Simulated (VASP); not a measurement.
# ScHg (Pm-3m) in VASP: a series of runs

The runs below take ScHg through single point, with LDA.

Everything below comes from runs of VASP 6.6.1. Logs are shortened: lines on timing, memory, paths and dates and some standing lists are left out, and cuts for length are marked.

## (1) The cell of the first run

Symmetry: Pm-3m, No. 221, cubic system. The conventional cell has a = 3.335 Å, b = 3.335 Å, c = 3.335 Å, α = 90.00°, β = 90.00°, γ = 90.00°. Within 3.8 Å of Sc (site symmetry m-3m) lie 8 Hg at 2.89 Å and 6 Sc at 3.33 Å. Hg (site symmetry m-3m) has 8 Sc at 2.89 Å and 6 Hg at 3.33 Å within 3.8 Å.

## (2) Single point, LDA

INCAR

```
SYSTEM = ScHg
ALGO = Normal ; EDIFF = 1E-6
ENCUT = 520 ; GGA = CA
ISIF = 2 ; ISMEAR = 1
LASPH = .True. ; LCHARG = .False.
LREAL = .False. ; LWAVE = .False.
NBANDS = 18 ; NELM = 100
PREC = Accurate ; SIGMA = 0.1
```

KPOINTS

```
k-points
0
Gamma
  8 8 8
  0 0 0
```

POSCAR

```
ScHg
1.0
    3.3348282205      0.0000000000      0.0000000000
    0.0000000000      3.3348282205      0.0000000000
    0.0000000000      0.0000000000      3.3348282205
Sc Hg
1 1
Direct
    0.5000000000      0.5000000000      0.5000000000
    0.0000000000      0.0000000000      0.0000000000
```

Potentials or basis: VASP PAW LDA potentials, release 64 (Sc_sv, Hg).

Started as:

```console
> cat potpaw_LDA.64/Sc_sv/POTCAR potpaw_LDA.64/Hg/POTCAR > POTCAR
> mpirun -np 1 vasp_std > vasp.out
```

OUTCAR:

```text
SYSTEM = ScHg
   EDIFF = 1E-6
   ENCUT = 520
   GGA = CA
   ISIF = 2
   ISMEAR = 1
   LASPH = .True.
   LREAL = .False.
   NELM = 100
   PREC = Accurate

 ion  position               nearest neighbor table
   1  0.500  0.500  0.500-   2 2.89   2 2.89   2 2.89   2 2.89   2 2.89   2 2.89   2 2.89   2 2.89

   2  0.000  0.000  0.000-   1 2.89   1 2.89   1 2.89   1 2.89   1 2.89   1 2.89   1 2.89   1 2.89

  LATTYP: Found a simple cubic cell.
 ALAT       =     3.3348282205

  Lattice vectors:

 A1 = (   3.3348282205,   0.0000000000,   0.0000000000)
 A2 = (   0.0000000000,   3.3348282205,   0.0000000000)
 A3 = (   0.0000000000,   0.0000000000,   3.3348282205)

Analysis of symmetry for initial positions (statically):
=====================================================================
 Subroutine PRICEL returns:
 Original cell was already a primitive cell.

 Routine SETGRP: Setting up the symmetry group for a
 simple cubic supercell.

 Subroutine GETGRP returns: Found 48 space group operations
 (whereof 48 operations were pure point group operations)
 out of a pool of 48 trial point group operations.

The static configuration has the point symmetry O_h .

Analysis of symmetry for dynamics (positions and initial velocities):
=====================================================================
 Subroutine PRICEL returns:
 Original cell was already a primitive cell.

 Routine SETGRP: Setting up the symmetry group for a
 simple cubic supercell.

 Subroutine GETGRP returns: Found 48 space group operations
 (whereof 48 operations were pure point group operations)
 out of a pool of 48 trial point group operations.

The dynamic configuration has the point symmetry O_h .

 Subroutine INISYM returns: Found 48 space group operations
 (whereof 48 operations are pure point group operations),
 and found     1 'primitive' translations

----------------------------------------------------------------------------------------

                                     Primitive cell

  volume of cell :      37.0869

  direct lattice vectors                    reciprocal lattice vectors
     3.334828220  0.000000000  0.000000000     0.299865520  0.000000000  0.000000000
     0.000000000  3.334828220  0.000000000     0.000000000  0.299865520  0.000000000
     0.000000000  0.000000000  3.334828220     0.000000000  0.000000000  0.299865520

  length of vectors
     3.334828220  3.334828220  3.334828220     0.299865520  0.299865520  0.299865520

  position of ions in fractional coordinates (direct lattice)
     0.500000000  0.500000000  0.500000000
     0.000000000  0.000000000  0.000000000

  ion indices of the primitive-cell ions
   primitive index   ion index
                 1           1
                 2           2

----------------------------------------------------------------------------------------

 KPOINTS: k-points

Automatic generation of k-mesh.
 Grid dimensions read from file:
 generate k-points for:    8    8    8

 Generating k-lattice:

  Cartesian coordinates                     Fractional coordinates (reciprocal lattice)
     0.037483190  0.000000000  0.000000000     0.125000000  0.000000000  0.000000000
     0.000000000  0.037483190  0.000000000     0.000000000  0.125000000  0.000000000
     0.000000000  0.000000000  0.037483190     0.000000000  0.000000000  0.125000000

  Length of vectors
     0.037483190  0.037483190  0.037483190

  Shift w.r.t. Gamma in fractional coordinates (k-lattice)
     0.000000000  0.000000000  0.000000000

 Subroutine IBZKPT returns following result:
 ===========================================

 Found     35 irreducible k-points:

 Following reciprocal coordinates:
            Coordinates               Weight
  0.000000  0.000000  0.000000      1.000000
  0.125000  0.000000  0.000000      6.000000
  0.250000  0.000000  0.000000      6.000000
  0.375000  0.000000  0.000000      6.000000
  0.500000  0.000000  0.000000      3.000000
  0.125000  0.125000  0.000000     12.000000
[... 16 lines left out ...]
  0.375000  0.375000  0.125000     24.000000
  0.500000  0.375000  0.125000     24.000000
 [... further k-points ...]
   k-points           NKPTS =     35   k-points in BZ     NKDIM =     35   number of bands    NBANDS=     18
   number of dos      NEDOS =    301   number of ions     NIONS =      2
   total plane-waves  NPLWV =  21952
   dimension x,y,z NGX =    28 NGY =   28 NGZ =   28
   dimension x,y,z NGXF=    56 NGYF=   56 NGZF=   56
   ions per type =               1   1
   NGX,Y,Z   is equivalent  to a cutoff of  13.96, 13.96, 13.96 a.u.
   NGXF,Y,Z  is equivalent  to a cutoff of  27.92, 27.92, 27.92 a.u.
 SYSTEM =  ScHg
   PREC   = accura    normal or accurate (medium, high low for compatibility)
   ISTART =      0    job   : 0-new  1-cont  2-samecut
   ICHARG =      2    charge: 1-file 2-atom 10-const
   ISPIN  =      1    spin polarized calculation?
   LNONCOLLINEAR =      F non collinear calculations
   LSORBIT =      F    spin-orbit coupling
   LASPH  =      T    aspherical Exc in radial PAW
   ENCUT  =  520.0 eV  38.22 Ry    6.18 a.u.   6.20  6.20  6.20*2*pi/ulx,y,z
   NELM   =    100;   NELMIN=  2; NELMDL= -5     # of ELM steps
   EDIFF  = 0.1E-05   stopping-criterion for ELM
   LREAL  =      F    real-space projection
   EDIFFG = 0.1E-04   stopping-criterion for IOM
   NSW    =      0    number of steps for IOM
   IBRION =     -1    ionic relax: 0-MD 1-quasi-New 2-CG
   NFREE  =      0    steps in history (QN), initial steepest desc. (CG)
   ISIF   =      2    stress and relaxation
   ISYM   =      2    0-nonsym 1-usesym 2-fastsym
   POTIM  = 0.5000    time-step for ionic-motion
   TEBEG  =    0.0;   TEEND  =   0.0 temperature during run
   PSTRESS=    0.0 pullay stress
   NELECT =      23.0000    total number of electrons
   NUPDOWN=      -1.0000    fix difference up-down
   EMIN   =  10.00;   EMAX   =-10.00  energy-range for DOS
   EFERMI =   0.00;   METHOD = LEGACY
   ISMEAR =     1;   SIGMA  =   0.10  broadening in eV -4-tet -1-fermi 0-gaus
   EFERMI_NEDOS =   21; number of points for ismear=-14 and -15
   IALGO  =     38    algorithm
   IMIX   =      4    mixing-type and parameters
     AMIX     =   0.40;   BMIX     =  1.00
     AMIX_MAG =   1.60;   BMIX_MAG =  1.00
  volume/ion in A,a.u.               =      18.54       125.14
  Fermi-wavevector in a.u.,A,eV,Ry     =   1.396081  2.638211 26.518332  1.949042
  Thomas-Fermi vector in A             =   2.519470
   LORBIT       =      0    0 simple, 1 ext, 2 COOP (PROOUT), +10 PAW based schemes
   GGA     = CA    functional components
   LHFCALC =     F    Hartree Fock is set to
   AEXX    =    0.0000 exact exchange contribution
   IVDW    =     0    specifies the selected vdW correction
   LEPSILON=     F    determine dielectric tensor
   LRPA    =     F    only Hartree local field effects (RPA)
 non-spin polarized calculation
 Methfessel and Paxton  Order N= 1 SIGMA  =   0.10
  energy-cutoff  :      520.00
  volume of cell :       37.09
 maximum number of plane-waves:      1021
 NGX is ok and might be reduce to    28
   NGX = 13   NGY = 13   NGZ = 13

 number of electron      23.0000002 magnetization

 Free energy of the ion-electron system (eV)
  ---------------------------------------------------
  ext. energy  EPLUGINS =         0.00000000
  ---------------------------------------------------
  free energy    TOTEN  =        -8.74235529 eV

  energy without entropy =       -8.74112325  energy(sigma->0) =       -8.74194461

 E-fermi :   5.4368     XC(G=0): -11.9621

 val. band max:        5.3431700695   @ k =   0.2500   0.2500   0.0000
 cond. band min:       5.4432423709   @ k =   0.3750   0.2500   0.1250
 fundamental gap:      0.1000723015
 Fermi energy:         5.4367870608

 k-point     1 :       0.0000    0.0000    0.0000
  band No.  band energies     occupation
      1     -43.7077      2.00000
      2     -22.6262      2.00000
      3     -22.6262      2.00000
      4     -22.6262      2.00000
      5      -3.9165      2.00000
      6      -3.2019      2.00000
[... 10 lines left out ...]
     17      10.9359      0.00000
     18      10.9359      0.00000

 k-point     2 :       0.1250    0.0000    0.0000
  band No.  band energies     occupation
      1     -43.7049      2.00000
      2     -22.6584      2.00000
      3     -22.6244      2.00000
      4     -22.6244      2.00000
      5      -3.6683      2.00000
      6      -3.1641      2.00000
[... 10 lines left out ...]
     17      11.7651      0.00000
     18      11.7651      0.00000

 k-point     3 :       0.2500    0.0000    0.0000
  band No.  band energies     occupation
      1     -43.6982      2.00000
      2     -22.7354      2.00000
      3     -22.6201      2.00000
      4     -22.6201      2.00000
      5      -3.1894      2.00000
      6      -3.0704      2.00000
[... 10 lines left out ...]
     17      13.4641      0.00000
     18      13.4641      0.00000

 k-point     4 :       0.3750    0.0000    0.0000
  band No.  band energies     occupation
      1     -43.6915      2.00000
      2     -22.8112      2.00000
      3     -22.6158      2.00000
      4     -22.6158      2.00000
      5      -2.9728      2.00000
      6      -2.9073      2.00000
[... 375 lines left out ...]
      4     -22.6308      2.00000
      5      -2.8323      2.00000
      6      -2.7535      2.00000
[... 10 lines left out ...]
     17      11.7967      0.00000
     18      14.3037      0.00000

 k-point    23 :       0.3750    0.3750    0.1250
  band No.  band energies     occupation
      1     -43.6747      2.00000
      2     -22.7792      2.00000
      3     -22.7732      2.00000
      4     -22.6262      2.00000
      5      -2.9824      2.00000
      6      -2.7810      2.00000
[... 10 lines left out ...]
     17      10.4872      0.00000
     18      13.5084      0.00000

 k-point    24 :       0.5000    0.3750    0.1250
  band No.  band energies     occupation
      1     -43.6722      2.00000
      2     -22.8038      2.00000
      3     -22.7712      2.00000
      4     -22.6231      2.00000
      5      -3.0622      2.00000
      6      -2.7896      2.00000
[... 10 lines left out ...]
     17      10.4474      0.00000
     18      12.8001      0.00000

 [... further k-points ...]

------------------------ aborting loop because EDIFF is reached ----------------------------------------

  FORCE on cell =-STRESS in cart. coord.  units (eV):
  Direction    XX          YY          ZZ          XY          YZ          ZX
  --------------------------------------------------------------------------------------
  -------------------------------------------------------------------------------------
  Total        2.4207150      2.4207150      2.4207150     -0.0000000     -0.0000000      0.0000000
  in kB      104.5764381    104.5764381    104.5764381     -0.0000000     -0.0000000      0.0000000
  external PRESSURE =     104.5764381 kB  Pullay stress =       0.0000000 kB

 VOLUME and BASIS-vectors are now :
 -----------------------------------------------------------------------------
  energy-cutoff  :      520.00
  volume of cell :       37.09
      direct lattice vectors                 reciprocal lattice vectors
     3.334828220  0.000000000  0.000000000     0.299865520  0.000000000  0.000000000
     0.000000000  3.334828220  0.000000000     0.000000000  0.299865520  0.000000000
     0.000000000  0.000000000  3.334828220     0.000000000  0.000000000  0.299865520

 POSITION                                       TOTAL-FORCE (eV/Angst)
 -----------------------------------------------------------------------------------
      1.66741      1.66741      1.66741         0.000000      0.000000      0.000000
      0.00000      0.00000      0.00000         0.000000      0.000000      0.000000
 -----------------------------------------------------------------------------------
    total drift:                                0.000000      0.000000      0.000000

  FREE ENERGIE OF THE ION-ELECTRON SYSTEM (eV)
  ---------------------------------------------------
  free  energy   TOTEN  =        -8.7423552871 eV

  energy  without entropy=       -8.7411232472  energy(sigma->0) =       -8.74194461
```

It took 12 s on 1 thread of Intel Xeon Platinum 8488C (Sapphire Rapids), shared host; peak memory 0.15 GiB.

What came out:

- Free energy: -8.7424 eV
- Pressure: 10.5 GPa
- Band gap on the k mesh: zero (an odd number of electrons rules out a gap without spin polarisation)

Levels at points of the mesh, in eV from the Fermi level:
| k point | band 8 | band 9 | band 10 | band 11 | band 12 | band 13 | band 14 | band 15 | band 16 | band 17 |
| --- | --- | --- | --- | --- | --- | --- | --- | --- | --- | --- |
| (0.00, 0.00, 0.00) | -7.51 | -7.51 | -7.51 | 0.36 | 0.36 | 2.87 | 2.87 | 2.87 | 5.50 | 5.50 |
| (0.50, 0.00, 0.00) | -7.77 | -7.39 | -5.14 | -4.24 | -0.19 | 0.80 | 0.80 | 2.55 | 3.67 | 11.36 |
| (0.50, 0.50, 0.00) | -7.96 | -6.86 | -4.23 | -1.03 | -1.03 | 0.75 | 2.42 | 2.42 | 3.40 | 5.10 |
| (0.50, 0.50, 0.50) | -6.84 | -6.84 | -2.17 | -2.17 | -2.17 | -0.47 | 3.48 | 3.48 | 6.37 | 6.37 |

Caveat: the cell stands under pressure; spin-orbit coupling is left out, which moves the levels of the heavy elements.

[end of part 1 of 3]

The gap in the log of VASP goes by the Fermi energy; the results here count the filled bands.